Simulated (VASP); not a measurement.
# B (P6/mmm) in VASP: a series of runs

The runs below take B through relaxation of cell and atoms, with PBE.

Program: VASP 6.6.1. These are calculated values, not measurements. Logs are shortened: lines on timing, memory, paths and dates and some standing lists are left out, and cuts for length are marked.

## 1. The cell of the first run

Symmetry: P6/mmm, No. 191, hexagonal system. The conventional cell has a = 1.702 Å, b = 1.702 Å, c = 3.250 Å, α = 90.00°, β = 90.00°, γ = 120.00°. Within 2.3 Å of B (site symmetry 6/mmm) lie 6 B at 1.70 Å.

## 2. Relaxation of cell and atoms, PBE, target pressure 5.9 GPa, at which the enthalpy is minimised

INCAR reads:

```
SYSTEM = B
PREC = Accurate ; ENCUT = 600
EDIFF = 1E-6 ; ISMEAR = -1
SIGMA = 0.08 ; LREAL = .FALSE.
LASPH = .TRUE. ; NELM = 60
ALGO = Normal ; ISIF = 3
LWAVE = .FALSE. ; LCHARG = .FALSE.
GGA = PE ; IBRION = 2
NSW = 32 ; EDIFFG = -0.005
PSTRESS = 59.0
```

KPOINTS reads:

```
Automatic mesh
0
G
  22 22 20
  0 0 0
```

POSCAR reads:

```
B
1.0
    1.7016040888      0.0000000000      0.0000000000
   -0.8508020444      1.4736323681      0.0000000000
    0.0000000000      0.0000000000      3.2496292989
B
1
Direct
    0.0000000000      0.0000000000      0.0000000000
```

Potentials or basis: VASP PAW PBE potentials, release 64 (B).

On the command line:

```sh
cat potpaw_PBE.64/B/POTCAR > POTCAR
mpirun -np 1 vasp_std > vasp.out
```

OUTCAR:

```text
SYSTEM = B
   PREC = Accurate
   ENCUT = 600
   EDIFF = 1E-6
   ISMEAR = -1
   LREAL = .FALSE.
   LASPH = .TRUE.
   NELM = 60
   ISIF = 3
   GGA = PE
   IBRION = 2
   NSW = 32
   EDIFFG = -0.005
   PSTRESS = 59.0

 ion  position               nearest neighbor table
   1  0.000  0.000  0.000-

  LATTYP: Found a hexagonal cell.
 ALAT       =     1.7016040888
 C/A-ratio  =     1.9097446464

  Lattice vectors:

 A1 = (   1.7016040888,   0.0000000000,   0.0000000000)
 A2 = (  -0.8508020444,   1.4736323681,   0.0000000000)
 A3 = (   0.0000000000,   0.0000000000,   3.2496292989)

Analysis of symmetry for initial positions (statically):
=====================================================================
 Subroutine PRICEL returns:
 Original cell was already a primitive cell.

 Routine SETGRP: Setting up the symmetry group for a
 hexagonal supercell.

 Subroutine GETGRP returns: Found 24 space group operations
 (whereof 24 operations were pure point group operations)
 out of a pool of 24 trial point group operations.

The static configuration has the point symmetry D_6h.

Analysis of symmetry for dynamics (positions and initial velocities):
=====================================================================
 Subroutine PRICEL returns:
 Original cell was already a primitive cell.

 Routine SETGRP: Setting up the symmetry group for a
 hexagonal supercell.

 Subroutine GETGRP returns: Found 24 space group operations
 (whereof 24 operations were pure point group operations)
 out of a pool of 24 trial point group operations.

The dynamic configuration has the point symmetry D_6h.

 Subroutine INISYM returns: Found 24 space group operations
 (whereof 24 operations are pure point group operations),
 and found     1 'primitive' translations

----------------------------------------------------------------------------------------

                                     Primitive cell

  volume of cell :       8.1486

  direct lattice vectors                    reciprocal lattice vectors
     1.701604089  0.000000000  0.000000000     0.587680769  0.339297650  0.000000000
    -0.850802044  1.473632368  0.000000000     0.000000000  0.678595301  0.000000000
     0.000000000  0.000000000  3.249629299     0.000000000  0.000000000  0.307727408

  length of vectors
     1.701604089  1.701604089  3.249629299     0.678595301  0.678595301  0.307727408

  position of ions in fractional coordinates (direct lattice)
     0.000000000  0.000000000  0.000000000

  ion indices of the primitive-cell ions
   primitive index   ion index
                 1           1

----------------------------------------------------------------------------------------

 KPOINTS: Automatic mesh

Automatic generation of k-mesh.
 Grid dimensions read from file:
 generate k-points for:   22   22   20

 Generating k-lattice:

  Cartesian coordinates                     Fractional coordinates (reciprocal lattice)
     0.026712762  0.015422620  0.000000000     0.045454545  0.000000000  0.000000000
     0.000000000  0.030845241  0.000000000     0.000000000  0.045454545  0.000000000
     0.000000000  0.000000000  0.015386370     0.000000000  0.000000000  0.050000000

  Length of vectors
     0.030845241  0.030845241  0.015386370

  Shift w.r.t. Gamma in fractional coordinates (k-lattice)
     0.000000000  0.000000000  0.000000000

 Subroutine IBZKPT returns following result:
 ===========================================

 Found    572 irreducible k-points:

 Following reciprocal coordinates:
            Coordinates               Weight
  0.000000  0.000000  0.000000      1.000000
  0.045455  0.000000  0.000000      6.000000
  0.090909  0.000000  0.000000      6.000000
  0.136364  0.000000  0.000000      6.000000
  0.181818  0.000000  0.000000      6.000000
  0.227273  0.000000  0.000000      6.000000
[... 16 lines left out ...]
  0.090909  0.090909  0.000000      6.000000
  0.136364  0.090909  0.000000     12.000000
 [... further k-points ...]
   k-points           NKPTS =    572   k-points in BZ     NKDIM =    572   number of bands    NBANDS=      5
   number of dos      NEDOS =    301   number of ions     NIONS =      1
   total plane-waves  NPLWV =   5488
   dimension x,y,z NGX =    14 NGY =   14 NGZ =   28
   dimension x,y,z NGXF=    28 NGYF=   28 NGZF=   56
   ions per type =               1
   NGX,Y,Z   is equivalent  to a cutoff of  13.68, 13.68, 14.32 a.u.
   NGXF,Y,Z  is equivalent  to a cutoff of  27.36, 27.36, 28.65 a.u.
 SYSTEM =  B
   PREC   = accura    normal or accurate (medium, high low for compatibility)
   ISTART =      0    job   : 0-new  1-cont  2-samecut
   ICHARG =      2    charge: 1-file 2-atom 10-const
   ISPIN  =      1    spin polarized calculation?
   LNONCOLLINEAR =      F non collinear calculations
   LSORBIT =      F    spin-orbit coupling
   LASPH  =      T    aspherical Exc in radial PAW
   ENCUT  =  600.0 eV  44.10 Ry    6.64 a.u.   3.40  3.40  6.49*2*pi/ulx,y,z
   NELM   =     60;   NELMIN=  2; NELMDL= -5     # of ELM steps
   EDIFF  = 0.1E-05   stopping-criterion for ELM
   LREAL  =      F    real-space projection
   EDIFFG = -.5E-02   stopping-criterion for IOM
   NSW    =     32    number of steps for IOM
   IBRION =      2    ionic relax: 0-MD 1-quasi-New 2-CG
   NFREE  =      1    steps in history (QN), initial steepest desc. (CG)
   ISIF   =      3    stress and relaxation
   ISYM   =      2    0-nonsym 1-usesym 2-fastsym
   POTIM  = 0.5000    time-step for ionic-motion
   TEBEG  =    0.0;   TEEND  =   0.0 temperature during run
   PSTRESS=   59.0 pullay stress
   NELECT =       3.0000    total number of electrons
   NUPDOWN=      -1.0000    fix difference up-down
   EMIN   =  10.00;   EMAX   =-10.00  energy-range for DOS
   EFERMI =   0.00;   METHOD = LEGACY
   ISMEAR =    -1;   SIGMA  =   0.08  broadening in eV -4-tet -1-fermi 0-gaus
   EFERMI_NEDOS =   21; number of points for ismear=-14 and -15
   IALGO  =     38    algorithm
   IMIX   =      4    mixing-type and parameters
     AMIX     =   0.40;   BMIX     =  1.00
     AMIX_MAG =   1.60;   BMIX_MAG =  1.00
  volume/ion in A,a.u.               =       8.15        54.99
  Fermi-wavevector in a.u.,A,eV,Ry     =   1.173333  2.217279 18.731293  1.376711
  Thomas-Fermi vector in A             =   2.309748
   LORBIT       =      0    0 simple, 1 ext, 2 COOP (PROOUT), +10 PAW based schemes
   GGA     = PE    functional components
   LHFCALC =     F    Hartree Fock is set to
   AEXX    =    0.0000 exact exchange contribution
   IVDW    =     0    specifies the selected vdW correction
   LEPSILON=     F    determine dielectric tensor
   LRPA    =     F    only Hartree local field effects (RPA)
 conjugate gradient relaxation of ions
 non-spin polarized calculation
  energy-cutoff  :      600.00
  volume of cell :        8.15
 maximum number of plane-waves:       285
 NGX is ok and might be reduce to    14
   NGX =  7   NGY =  7   NGZ = 13

--------------------------------------- Ionic step        1  -------------------------------------------

 number of electron       3.0000000 magnetization

 Free energy of the ion-electron system (eV)
  ---------------------------------------------------
  ext. energy  EPLUGINS =         0.00000000
  ---------------------------------------------------
  free energy    TOTEN  =        -5.97704384 eV

  energy without entropy =       -5.97268333  energy(sigma->0) =       -5.97486359

------------------------ aborting loop because EDIFF is reached ----------------------------------------

  FORCE on cell =-STRESS in cart. coord.  units (eV):
  Direction    XX          YY          ZZ          XY          YZ          ZX
  --------------------------------------------------------------------------------------
  -------------------------------------------------------------------------------------
  Total        0.2956534      0.2956534      0.2944138      0.0000000     -0.0000000      0.0000000
  in kB       58.1315492     58.1315492     57.8878266      0.0000000     -0.0000000      0.0000000
  external PRESSURE =      -0.9496917 kB  Pullay stress =      59.0000000 kB
[... 96 lines left out ...]
  enthalpy is  TOTEN    =        -5.6769750237 eV   P V=        0.2998646205

--------------------------------------- Ionic step        4  -------------------------------------------

 number of electron       3.0000000 magnetization

 Free energy of the ion-electron system (eV)
  ---------------------------------------------------
  ext. energy  EPLUGINS =         0.00000000
  ---------------------------------------------------
  free energy    TOTEN  =        -5.97689378 eV

  energy without entropy =       -5.97253510  energy(sigma->0) =       -5.97471444

 E-fermi :   6.3188     XC(G=0): -10.8357

 val. band max:        6.3099345728   @ k =   0.3636   0.2273   0.3500
 cond. band min:       6.3258247459   @ k =   0.1818   0.1818   0.1000
 fundamental gap:      0.0158901731
 Fermi energy:         6.3187676464

 k-point     1 :       0.0000    0.0000    0.0000
  band No.  band energies     occupation
      1     -11.0945      2.00000
      2       0.3869      2.00000
      3       9.5832      0.00000
      4      31.3568      0.00000
      5      31.3568      0.00000

 k-point     2 :       0.0455    0.0000    0.0000
  band No.  band energies     occupation
      1     -10.9971      2.00000
      2       0.5223      2.00000
      3       9.6918      0.00000
      4      30.9054      0.00000
      5      31.0438      0.00000
[... 169 lines left out ...]
 k-point    24 :       0.1364    0.0909    0.0000
  band No.  band energies     occupation
      1      -9.2589      2.00000
      2       2.9419      2.00000
      3      11.5783      0.00000
      4      24.5274      0.00000
      5      26.3143      0.00000

 [... further k-points ...]
[... 5 lines left out ...]
  --------------------------------------------------------------------------------------
  -------------------------------------------------------------------------------------
  Total        0.3029194      0.3029194      0.2962757      0.0000000      0.0000000      0.0000000
  in kB       59.5903241     59.5903241     58.2833592      0.0000000      0.0000000      0.0000000
  external PRESSURE =       0.1546691 kB  Pullay stress =      59.0000000 kB
[... 16 lines left out ...]
  FREE ENERGIE OF THE ION-ELECTRON SYSTEM (eV)
  ---------------------------------------------------
  free  energy   TOTEN  =        -5.9768937795 eV

  energy  without entropy=       -5.9725350975  energy(sigma->0) =       -5.97471444

  enthalpy is  TOTEN    =        -5.6769751813 eV   P V=        0.2999185982

 reached required accuracy - stopping structural energy minimisation
```

Run time: 11 s. Hardware: 1 thread of Intel Xeon 6975P-C (Granite Rapids), shared host; peak memory 0.13 GiB.

What came out:

* Free energy: -5.9769 eV
* Relaxed volume: 8.14 Å³/atom
* Relaxed cell: a = 1.701 Å, b = 1.701 Å, c = 3.249 Å, α = 90.00°, β = 90.00°, γ = 120.00°
* Space group after relaxing (to 0.05 Å): P6/mmm (No. 191)
* Energy change on relaxing (the enthalpy is what falls): +0.2 meV/atom
* Ionic steps: 4
* Pressure after relaxing: 5.9 GPa

Stress tensor (GPa, compression positive):
```
5.96 0.00 0.00
0.00 5.96 0.00
0.00 0.00 5.83
```

Step by step:
| step | energy change (eV) | largest force (eV/Å) | pressure (GPa) | volume (Å³) |
| --- | --- | --- | --- | --- |
| 1 | 0.0000 | 0.0000 | 5.81 | 8.15 |
| 2 | 0.0002 | 0.0000 | 5.92 | 8.14 |
| 3 | 0.0002 | 0.0000 | 5.95 | 8.14 |
| 4 | 0.0002 | 0.0000 | 5.92 | 8.14 |

Final structure:
```cif
data_structure
_symmetry_space_group_name_H-M 'P 1'
_symmetry_Int_Tables_number 1
_cell_length_a 1.7013
_cell_length_b 1.7013
_cell_length_c 3.2490
_cell_angle_alpha 90.000
_cell_angle_beta 90.000
_cell_angle_gamma 120.000
_cell_volume 8.14
loop_
_atom_site_label
_atom_site_type_symbol
_atom_site_fract_x
_atom_site_fract_y
_atom_site_fract_z
_atom_site_occupancy
B1 B 0.00000 0.00000 0.00000 1
```

Caveat: the cell is relaxed towards a set pressure, so the enthalpy falls and the energy may rise.

## 3. Relaxation of cell and atoms, PBE, target pressure 5.9 GPa, at which the enthalpy is minimised

This run uses another cell than the first one, of 5.99 Å³/atom, 0.734 times its volume.

INCAR reads:

```
PREC = Accurate ; ENCUT = 910
EDIFF = 1E-7 ; ISMEAR = -1
SIGMA = 0.08 ; LREAL = F
LASPH = T ; NELM = 120
ALGO = Normal ; ISIF = 3
LWAVE = F ; LCHARG = F
GGA = PE ; IBRION = 2
NSW = 60 ; EDIFFG = -0.005
PSTRESS = 59.0 ; GGA_COMPAT = F
NELMIN = 4
```

KPOINTS reads:

```
regular mesh
0
Gamma
  22 22 20
```

POSCAR reads:

```
B
1.0
    1.9444822288      0.0000000000      0.0000000000
   -0.9722411144      1.6839710073      0.0000000000
    0.0000000000      0.0000000000      1.8278132950
B
1
Direct
    0.0000000000      0.0000000000      0.0000000000
```

Potentials or basis: VASP PAW PBE potentials, release 64 (B_h).

On the command line:

```sh
cat potpaw_PBE.64/B_h/POTCAR > POTCAR
mpirun -np 1 vasp_std > vasp.out
```

It took 83 s on 1 thread of Intel Xeon 6975P-C (Granite Rapids), shared host; peak memory 0.14 GiB.

Results (log left out):

* Free energy: -5.8485 eV
* Relaxed volume: 7.44 Å³/atom
* Relaxed cell: a = 1.702 Å, b = 1.702 Å, c = 2.968 Å, α = 90.00°, β = 90.00°, γ = 120.00°
* Space group after relaxing (to 0.05 Å): P6/mmm (No. 191)
* Energy change on relaxing (the enthalpy is what falls): -438.9 meV/atom
* Ionic steps: 13
* Pressure after relaxing: 5.8 GPa

Step by step:
| step | energy change (eV) | largest force (eV/Å) | pressure (GPa) | volume (Å³) |
| --- | --- | --- | --- | --- |
| 1 | 0.0000 | 0.0000 | 21.62 | 5.99 |
| 2 | -0.1712 | 0.0000 | -4.47 | 6.48 |
| 3 | -0.1904 | 0.0000 | -8.73 | 6.62 |
| 4 | -0.2029 | 0.0000 | -14.15 | 6.90 |
| 5 | -0.2162 | 0.0000 | 22.42 | 6.22 |
| 6 | -0.2351 | 0.0000 | 8.87 | 6.43 |
| 7 | -0.2356 | 0.0000 | 8.26 | 6.44 |
| 8 | -0.2394 | 0.0000 | 7.67 | 6.49 |
| 9 | -0.2560 | 0.0000 | 5.95 | 6.63 |
| 10 | -0.3203 | 0.0000 | 4.12 | 6.88 |
| 11 | -0.4323 | 0.0000 | 9.48 | 7.30 |
| 12 | -0.4440 | 0.0000 | -0.79 | 7.73 |
| 13 | -0.4389 | 0.0000 | 5.84 | 7.44 |

Final structure:
```
B
1.0
     1.70184    0.00000    0.00000
    -0.85092    1.47384    0.00000
     0.00000    0.00000    2.96813
B
1
Direct
  0.00000 0.00000 0.00000
```

Levels at points of the mesh, in eV from the Fermi level:
```
           k point  band 1  band 2  band 3  band 4  band 5
(0.00, 0.00, 0.00)  -17.79   -4.99    4.32   24.95   24.95
(0.50, 0.00, 0.00)   -9.05    0.52    7.54   16.09   18.98
(0.00, 0.00, 0.50)  -16.52   -9.86   16.03   22.78   25.05
(0.50, 0.00, 0.50)   -8.65    2.12    4.30   10.11   16.26
```

Caveat: the cell is relaxed towards a set pressure, so the enthalpy falls and the energy may rise; the volume moved by over 15 % at a fixed basis, so the end points are rough.
